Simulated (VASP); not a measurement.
Write the native input for VASP 6.6.1 that does the following.

```
Task                   : single point
Functional             : PBE
Potentials or basis    : VASP PAW PBE potentials, release 64 (Al, Ga_d, As)
Cutoff                 : 520 eV
k mesh                 : 10 × 10 × 4
Occupations            : gaussian, width 0.02 eV
Spin                   : no spin polarisation
Dipole correction      : no
Further INCAR settings : ALGO = Normal; EDIFF = 1e-07; NBANDS = 41
```

The structure of AlGa3As4 lies in POSCAR:

```
AlGa3As4
1.0
    4.0609788155      0.0000000000      0.0000000000
    0.0000000000      4.0609788155      0.0000000000
    0.0000000000      0.0000000000     11.4756668196
Al Ga As
1 3 4
Direct
    0.5000000000      0.5000000000      0.0000000000
    0.0000000000      0.0000000000      0.7502507523
    0.0000000000      0.0000000000      0.2497492477
    0.5000000000      0.5000000000      0.5000000000
    0.5000000000      0.0000000000      0.1241003286
    0.0000000000      0.5000000000      0.3748952240
    0.5000000000      0.0000000000      0.6251047760
    0.0000000000      0.5000000000      0.8758996714
```

These files were run (other wordings do the same):

INCAR

```
PREC = Accurate
ENCUT = 520
EDIFF = 1E-7
ISMEAR = 0
SIGMA = 0.02
LREAL = F
LASPH = T
NELM = 80
ALGO = Normal
ISIF = 2
LWAVE = F
LCHARG = F
GGA = PE
NBANDS = 41
```

KPOINTS

```
Automatic mesh
0
Gamma
  10 10 4
```

Potentials or basis: VASP PAW PBE potentials, release 64 (Al, Ga_d, As).

Command:

```bash
$ cat potpaw_PBE.64/Al/POTCAR potpaw_PBE.64/Ga_d/POTCAR potpaw_PBE.64/As/POTCAR > POTCAR
$ mpirun -np 1 vasp_std > vasp.out
```

Results of the run:

```json
{
  "Pressure": "0.2 GPa",
  "Largest force": "0.005 eV/Å",
  "Band gap on the k mesh": "0.53 eV, direct"
}
```

Wall time 9.3 min on 1 thread of AMD EPYC 7R43 64-Core Processor (Zen 3) (shared host), peak memory 0.5 GiB.
